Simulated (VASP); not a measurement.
# CdSe (I-4m2) in VASP: a series of runs

The runs below take CdSe through electric field gradients, with LDA.

Everything below comes from runs of VASP 6.6.1. Logs are shortened: lines on timing, memory, paths and dates and some standing lists are left out, and cuts for length are marked.

## (1) The cell of the first run

It takes space group I-4m2 (No. 119, tetragonal). The conventional cell has a = 4.472 Å, b = 4.472 Å, c = 6.141 Å, α = 90.00°, β = 90.00°, γ = 90.00°. Cd (site symmetry -4m2) has 4 Se at 2.71 Å within 3.6 Å. Se (site symmetry -4m2) has 4 Cd at 2.71 Å within 3.6 Å.

## (2) Electric field gradients, LDA (equal xx and yy strain of +3 %)

The input, INCAR:

```
SYSTEM = CdSe
  ALGO = Normal
  EDIFF = 1E-8
  ENCUT = 520
  ISIF = 2
  ISMEAR = -1
  LASPH = .True.
  LCHARG = .False.
  LEFG = .True.
  LREAL = .False.
  LWAVE = .False.
  NBANDS = 16
  NELM = 100
  PREC = Accurate
  SIGMA = 0.03
```

The input, KPOINTS:

```
k-points
0
Gamma
  8 8 8
  0 0 0
```

The input, POSCAR:

```
CdSe
1.0
    0.0000000000      3.1623793346      3.0702711986
    3.1623793346      0.0000000000      3.0702711986
    3.1623793346      3.1623793346      0.0000000000
Cd Se
1 1
Direct
    0.0000000000      0.0000000000      0.0000000000
    0.2500000000      0.2500000000      0.2500000000
```

Potentials or basis: VASP PAW LDA potentials, release 64 (Cd, Se).

Launch:

```sh
cat potpaw_LDA.64/Cd/POTCAR potpaw_LDA.64/Se/POTCAR > POTCAR
mpirun -np 1 vasp_std > vasp.out
```

OUTCAR:

```text
SYSTEM = CdSe
   EDIFF = 1E-8
   ENCUT = 520
   ISIF = 2
   ISMEAR = -1
   LASPH = .True.
   LREAL = .False.
   NELM = 100
   PREC = Accurate

 ion  position               nearest neighbor table
   1  0.000  0.000  0.000-   2 2.71   2 2.71   2 2.71   2 2.71
   2  0.250  0.250  0.250-   1 2.71   1 2.71   1 2.71   1 2.71

  LATTYP: Found a body centered tetragonal cell.
 ALAT       =     4.4722797444
 C/A-ratio  =     1.3730228761

  Lattice vectors:

 A1 = (   0.0000000000,  -3.1623793346,  -3.0702711986)
 A2 = (   0.0000000000,   3.1623793346,  -3.0702711986)
 A3 = (   3.1623793346,   0.0000000000,   3.0702711986)

Analysis of symmetry for initial positions (statically):
=====================================================================
 Subroutine PRICEL returns:
 Original cell was already a primitive cell.

 Routine SETGRP: Setting up the symmetry group for a
 body centered tetragonal supercell.

 Subroutine GETGRP returns: Found  8 space group operations
 (whereof  8 operations were pure point group operations)
 out of a pool of 16 trial point group operations.

The static configuration has the point symmetry D_2d.

Analysis of symmetry for dynamics (positions and initial velocities):
=====================================================================
 Subroutine PRICEL returns:
 Original cell was already a primitive cell.

 Routine SETGRP: Setting up the symmetry group for a
 body centered tetragonal supercell.

 Subroutine GETGRP returns: Found  8 space group operations
 (whereof  8 operations were pure point group operations)
 out of a pool of 16 trial point group operations.

The dynamic configuration has the point symmetry D_2d.

 Subroutine INISYM returns: Found  8 space group operations
 (whereof  8 operations are pure point group operations),
 and found     1 'primitive' translations

----------------------------------------------------------------------------------------

                                     Primitive cell

  volume of cell :      61.4094

  direct lattice vectors                    reciprocal lattice vectors
     0.000000000  3.162379335  3.070271199    -0.158108799  0.158108799  0.162852063
     3.162379335  0.000000000  3.070271199     0.158108799 -0.158108799  0.162852063
     3.162379335  3.162379335  0.000000000     0.158108799  0.158108799 -0.162852063
[... 117 lines left out ...]
  volume of cell :       61.41
 maximum number of plane-waves:      1672
 NGX is ok and might be reduce to    36
   NGX = 17   NGY = 17   NGZ = 17

 number of electron      18.0000004 magnetization

 Free energy of the ion-electron system (eV)
  ---------------------------------------------------
  ext. energy  EPLUGINS =         0.00000000
  ---------------------------------------------------
  free energy    TOTEN  =        -6.63960189 eV

  energy without entropy =       -6.63950073  energy(sigma->0) =       -6.63955131

 E-fermi :   0.2582     XC(G=0):  -8.9102

 val. band max:        0.1898072282   @ k =   0.0000   0.0000   0.0000
 cond. band min:       0.3181824221   @ k =   0.0000   0.0000   0.0000
 fundamental gap:      0.1283751940
 Fermi energy:         0.2582339543

 k-point     1 :       0.0000    0.0000    0.0000
  band No.  band energies     occupation
      1     -12.0564      2.00000
      2      -7.5537      2.00000
      3      -7.5537      2.00000
      4      -7.5431      2.00000
      5      -7.2609      2.00000
      6      -7.2552      2.00000
[... 433 lines left out ...]
      3      -7.4620      2.00000
      4      -7.2869      2.00000
      5      -7.2405      2.00000
      6      -7.1908      2.00000
[... 8 lines left out ...]
     15      10.7609      0.00000
     16      11.4091      0.00000

 [... further k-points ...]
[... 5 lines left out ...]
  --------------------------------------------------------------------------------------
  -------------------------------------------------------------------------------------
  Total       -2.0483113     -2.0483113     -1.7942435      0.0000000      0.0000000      0.0000000
  in kB      -53.4406683    -53.4406683    -46.8120115      0.0000000      0.0000000      0.0000000
  external PRESSURE =     -51.2311160 kB  Pullay stress =       0.0000000 kB

 VOLUME and BASIS-vectors are now :
 -----------------------------------------------------------------------------
  energy-cutoff  :      520.00
  volume of cell :       61.41
      direct lattice vectors                 reciprocal lattice vectors
     0.000000000  3.162379335  3.070271199    -0.158108799  0.158108799  0.162852063
     3.162379335  0.000000000  3.070271199     0.158108799 -0.158108799  0.162852063
     3.162379335  3.162379335  0.000000000     0.158108799  0.158108799 -0.162852063

 POSITION                                       TOTAL-FORCE (eV/Angst)
 -----------------------------------------------------------------------------------
      0.00000      0.00000      0.00000        -0.000000     -0.000000      0.000000
      1.58119      1.58119      1.53514         0.000000      0.000000     -0.000000
 -----------------------------------------------------------------------------------
    total drift:                                0.000000      0.000000     -0.000000

  FREE ENERGIE OF THE ION-ELECTRON SYSTEM (eV)
  ---------------------------------------------------
  free  energy   TOTEN  =        -6.6396018902 eV

  energy  without entropy=       -6.6395007319  energy(sigma->0) =       -6.63955131

 Electric field gradients (V/A^2)
---------------------------------------------------------------------
 ion       V_xx      V_yy      V_zz      V_xy      V_xz      V_yz
---------------------------------------------------------------------
   1      -4.062    -4.062     8.123    -0.001    -0.002    -0.002
   2       5.440     5.440   -10.879    -0.000    -0.000    -0.000
---------------------------------------------------------------------

 Electric field gradients after diagonalization (V/A^2)
 (convention: |V_zz| > |V_xx| > |V_yy|)
----------------------------------------------------------------------
 ion       V_xx      V_yy      V_zz     asymmetry (V_yy - V_xx)/ V_zz
----------------------------------------------------------------------
   1      -4.062    -4.061     8.123       0.000
   2       5.440     5.439   -10.879       0.000
----------------------------------------------------------------------

           NMR quadrupolar parameters

 Cq : quadrupolar parameter    Cq=e*Q*V_zz/h
 eta: asymmetry parameters     (V_yy - V_xx)/ V_zz
 Q  : nuclear electric quadrupole moment in mb (millibarn)
----------------------------------------------------------------------
 ion       Cq(MHz)       eta       Q (mb)
----------------------------------------------------------------------
   1       0.020       0.000       1.000
   2      -0.026       0.000       1.000
----------------------------------------------------------------------
```

It took 28 s on 1 thread of Intel Xeon 6975P-C (Granite Rapids), shared host; peak memory 0.2 GiB.

What came out:

```
Free energy            : -6.6396 eV
Pressure               : -5.1 GPa
Band gap on the k mesh : 0.13 eV, direct
```

Levels at points of the mesh, in eV from the valence-band top:
| k point | band 5 | band 6 | band 7 | band 8 | band 9 | band 10 | band 11 | band 12 | band 13 | band 14 |
| --- | --- | --- | --- | --- | --- | --- | --- | --- | --- | --- |
| (0.00, 0.00, 0.00) | -7.45 | -7.45 | -0.08 | -0.08 | 0.00 | 0.13 | 5.72 | 5.73 | 5.73 | 9.08 |
| (0.50, 0.00, 0.00) | -7.43 | -7.22 | -4.05 | -0.76 | -0.64 | 2.02 | 6.13 | 6.32 | 6.87 | 9.47 |
| (0.50, 0.50, 0.00) | -7.40 | -7.14 | -3.73 | -1.73 | -1.73 | 2.98 | 3.29 | 8.59 | 9.42 | 9.42 |
| (0.50, 0.00, 0.50) | -7.40 | -7.18 | -3.88 | -1.64 | -1.60 | 3.05 | 3.52 | 8.34 | 9.30 | 9.60 |

Electric field gradients, principal values (V/Å²):
```tsv
atom	least	middle	greatest (by size)
1 Cd	-4.061	-4.062	8.123
2 Se	5.439	5.440	-10.879
```

Caveat: the cell differs from its parent crystal (equal xx and yy strain of +3 %); without QUAD_EFG the Cq values of the log hold for a quadrupole moment of 1 mb, not for the nuclei.

## (3) Electric field gradients, LDA (zz strain of -3 %)

The input, INCAR:

```
  ALGO = Normal
  EDIFF = 1E-8
  ENCUT = 520
  GGA = CA
  ISIF = 2
  ISMEAR = -1
  LASPH = True
  LCHARG = False
  LEFG = True
  LREAL = False
  LWAVE = False
  NBANDS = 16
  NELM = 100
  PREC = Accurate
  SIGMA = 0.03
```

The input, KPOINTS:

```
k-points
0
Gamma
  8 8 8
```

The input, POSCAR:

```
CdSe
1.0
    0.0000000000      3.0702711986      2.9781630626
    3.0702711986      0.0000000000      2.9781630626
    3.0702711986      3.0702711986      0.0000000000
Cd Se
1 1
Direct
    0.0000000000      0.0000000000      0.0000000000
    0.2500000000      0.2500000000      0.2500000000
```

Potentials or basis: VASP PAW LDA potentials, release 64 (Cd, Se).

Launch:

```sh
cat potpaw_LDA.64/Cd/POTCAR potpaw_LDA.64/Se/POTCAR > POTCAR
mpirun -np 1 vasp_std > vasp.out
```

OUTCAR:

```text
EDIFF = 1E-8
   ENCUT = 520
   GGA = CA
   ISIF = 2
   ISMEAR = -1
   LASPH = True
   LREAL = False
   NELM = 100
   PREC = Accurate

 ion  position               nearest neighbor table
   1  0.000  0.000  0.000-   2 2.63   2 2.63   2 2.63   2 2.63
   2  0.250  0.250  0.250-   1 2.63   1 2.63   1 2.63   1 2.63

  LATTYP: Found a body centered tetragonal cell.
 ALAT       =     4.3420191692
 C/A-ratio  =     1.3717871555

  Lattice vectors:

 A1 = (   0.0000000000,  -3.0702711986,  -2.9781630626)
 A2 = (   0.0000000000,   3.0702711986,  -2.9781630626)
 A3 = (   3.0702711986,   0.0000000000,   2.9781630626)

Analysis of symmetry for initial positions (statically):
=====================================================================
 Subroutine PRICEL returns:
 Original cell was already a primitive cell.

 Routine SETGRP: Setting up the symmetry group for a
 body centered tetragonal supercell.

 Subroutine GETGRP returns: Found  8 space group operations
 (whereof  8 operations were pure point group operations)
 out of a pool of 16 trial point group operations.

The static configuration has the point symmetry D_2d.

Analysis of symmetry for dynamics (positions and initial velocities):
=====================================================================
 Subroutine PRICEL returns:
 Original cell was already a primitive cell.

 Routine SETGRP: Setting up the symmetry group for a
 body centered tetragonal supercell.

 Subroutine GETGRP returns: Found  8 space group operations
 (whereof  8 operations were pure point group operations)
 out of a pool of 16 trial point group operations.

The dynamic configuration has the point symmetry D_2d.

 Subroutine INISYM returns: Found  8 space group operations
 (whereof  8 operations are pure point group operations),
 and found     1 'primitive' translations

----------------------------------------------------------------------------------------

                                     Primitive cell

  volume of cell :      56.1477

  direct lattice vectors                    reciprocal lattice vectors
     0.000000000  3.070271199  2.978163063    -0.162852063  0.162852063  0.167888725
     3.070271199  0.000000000  2.978163063     0.162852063 -0.162852063  0.167888725
     3.070271199  3.070271199  0.000000000     0.162852063  0.162852063 -0.167888725

  length of vectors
     4.277384769  4.277384769  4.342019169     0.285005637  0.285005637  0.285005637

  position of ions in fractional coordinates (direct lattice)
     0.000000000  0.000000000  0.000000000
     0.250000000  0.250000000  0.250000000

  ion indices of the primitive-cell ions
   primitive index   ion index
                 1           1
                 2           2

----------------------------------------------------------------------------------------

 KPOINTS: k-points

[... 67 lines left out ...]
   EDIFF  = 0.1E-07   stopping-criterion for ELM
   LREAL  =      F    real-space projection
   EDIFFG = 0.1E-06   stopping-criterion for IOM
   NSW    =      0    number of steps for IOM
   IBRION =     -1    ionic relax: 0-MD 1-quasi-New 2-CG
   NFREE  =      0    steps in history (QN), initial steepest desc. (CG)
   ISIF   =      2    stress and relaxation
   ISYM   =      2    0-nonsym 1-usesym 2-fastsym
   POTIM  = 0.5000    time-step for ionic-motion
   TEBEG  =    0.0;   TEEND  =   0.0 temperature during run
   PSTRESS=    0.0 pullay stress
   NELECT =      18.0000    total number of electrons
   NUPDOWN=      -1.0000    fix difference up-down
   EMIN   =  10.00;   EMAX   =-10.00  energy-range for DOS
   EFERMI =   0.00;   METHOD = LEGACY
   ISMEAR =    -1;   SIGMA  =   0.03  broadening in eV -4-tet -1-fermi 0-gaus
   EFERMI_NEDOS =   21; number of points for ismear=-14 and -15
   IALGO  =     38    algorithm
   IMIX   =      4    mixing-type and parameters
     AMIX     =   0.40;   BMIX     =  1.00
     AMIX_MAG =   1.60;   BMIX_MAG =  1.00
  volume/ion in A,a.u.               =      28.07       189.45
  Fermi-wavevector in a.u.,A,eV,Ry     =   1.120439  2.117323 17.080541  1.255384
  Thomas-Fermi vector in A             =   2.257086
   LORBIT       =      0    0 simple, 1 ext, 2 COOP (PROOUT), +10 PAW based schemes
   GGA     = CA    functional components
   LHFCALC =     F    Hartree Fock is set to
   AEXX    =    0.0000 exact exchange contribution
   IVDW    =     0    specifies the selected vdW correction
   LEPSILON=     F    determine dielectric tensor
   LRPA    =     F    only Hartree local field effects (RPA)
 non-spin polarized calculation
  energy-cutoff  :      520.00
  volume of cell :       56.15
 maximum number of plane-waves:      1535
   NGX = 15   NGY = 15   NGZ = 17

 number of electron      18.0000001 magnetization

 Free energy of the ion-electron system (eV)
  ---------------------------------------------------
  ext. energy  EPLUGINS =         0.00000000
  ---------------------------------------------------
  free energy    TOTEN  =        -6.75322879 eV

  energy without entropy =       -6.75321878  energy(sigma->0) =       -6.75322379

 E-fermi :   1.0408     XC(G=0):  -9.2995

 val. band max:        0.8867874883   @ k =   0.0000   0.0000   0.0000
 cond. band min:       1.1905311516   @ k =   0.0000   0.0000   0.0000
 fundamental gap:      0.3037436633
 Fermi energy:         1.0407931853

 k-point     1 :       0.0000    0.0000    0.0000
  band No.  band energies     occupation
      1     -11.8286      2.00000
      2      -7.1343      2.00000
      3      -7.1343      2.00000
      4      -7.1219      2.00000
      5      -6.7549      2.00000
      6      -6.7448      2.00000
[... 433 lines left out ...]
      3      -7.0163      2.00000
      4      -6.7986      2.00000
      5      -6.7268      2.00000
      6      -6.6816      2.00000
[... 8 lines left out ...]
     15      11.6798      0.00000
     16      12.3508      0.00000

 [... further k-points ...]
[... 5 lines left out ...]
  --------------------------------------------------------------------------------------
  -------------------------------------------------------------------------------------
  Total       -0.5846804     -0.5846804     -0.3822764      0.0000000      0.0000000      0.0000000
  in kB      -16.6838831    -16.6838831    -10.9082762      0.0000000      0.0000000      0.0000000
  external PRESSURE =     -14.7586808 kB  Pullay stress =       0.0000000 kB

 VOLUME and BASIS-vectors are now :
 -----------------------------------------------------------------------------
  energy-cutoff  :      520.00
  volume of cell :       56.15
      direct lattice vectors                 reciprocal lattice vectors
     0.000000000  3.070271199  2.978163063    -0.162852063  0.162852063  0.167888725
     3.070271199  0.000000000  2.978163063     0.162852063 -0.162852063  0.167888725
     3.070271199  3.070271199  0.000000000     0.162852063  0.162852063 -0.167888725

 POSITION                                       TOTAL-FORCE (eV/Angst)
 -----------------------------------------------------------------------------------
      0.00000      0.00000      0.00000        -0.000000     -0.000000      0.000000
      1.53514      1.53514      1.48908         0.000000      0.000000     -0.000000
 -----------------------------------------------------------------------------------
    total drift:                               -0.000000     -0.000000      0.000000

  FREE ENERGIE OF THE ION-ELECTRON SYSTEM (eV)
  ---------------------------------------------------
  free  energy   TOTEN  =        -6.7532287930 eV

  energy  without entropy=       -6.7532187778  energy(sigma->0) =       -6.75322379

 Electric field gradients (V/A^2)
---------------------------------------------------------------------
 ion       V_xx      V_yy      V_zz      V_xy      V_xz      V_yz
---------------------------------------------------------------------
   1      -4.632    -4.632     9.264    -0.001    -0.002    -0.002
   2       5.798     5.798   -11.596    -0.000    -0.000    -0.000
---------------------------------------------------------------------

 Electric field gradients after diagonalization (V/A^2)
 (convention: |V_zz| > |V_xx| > |V_yy|)
----------------------------------------------------------------------
 ion       V_xx      V_yy      V_zz     asymmetry (V_yy - V_xx)/ V_zz
----------------------------------------------------------------------
   1      -4.633    -4.631     9.264       0.000
   2       5.798     5.798   -11.596       0.000
----------------------------------------------------------------------

           NMR quadrupolar parameters

 Cq : quadrupolar parameter    Cq=e*Q*V_zz/h
 eta: asymmetry parameters     (V_yy - V_xx)/ V_zz
 Q  : nuclear electric quadrupole moment in mb (millibarn)
----------------------------------------------------------------------
 ion       Cq(MHz)       eta       Q (mb)
----------------------------------------------------------------------
   1       0.022       0.000       1.000
   2      -0.028       0.000       1.000
----------------------------------------------------------------------
```

stdout:

```text
POSCAR found type information on POSCAR CdSe
 POSCAR found :  2 types and       2 ions
 scaLAPACK will be used
 LDA part: xc-table for (Slater(with rela. corr.)+CA(PZ))
 , standard interpolation
 POSCAR, INCAR and KPOINTS ok, starting setup
 FFT: planning ... GRIDC
 FFT: planning ... GRID_SOFT
 FFT: planning ... GRID
 WAVECAR not read
 entering main loop
ion   1

ion   2
```

Run time: 29 s. Hardware: 1 thread of Intel Xeon Platinum 8488C (Sapphire Rapids), shared host; peak memory 0.19 GiB.

What came out:

* Free energy: -6.7532 eV
* Pressure: -1.5 GPa
* Band gap on the k mesh: 0.30 eV, direct

Stress tensor (GPa, compression positive):
```
-1.67  0.00  0.00
 0.00 -1.67  0.00
 0.00  0.00 -1.09
```

Electric field gradients, principal values (V/Å²):
```csv
atom,least,middle,greatest (by size)
1 Cd,-4.631,-4.633,9.264
2 Se,5.798,5.798,-11.596
```

Caveat: the cell differs from its parent crystal (zz strain of -3 %); without QUAD_EFG the Cq values of the log hold for a quadrupole moment of 1 mb, not for the nuclei.
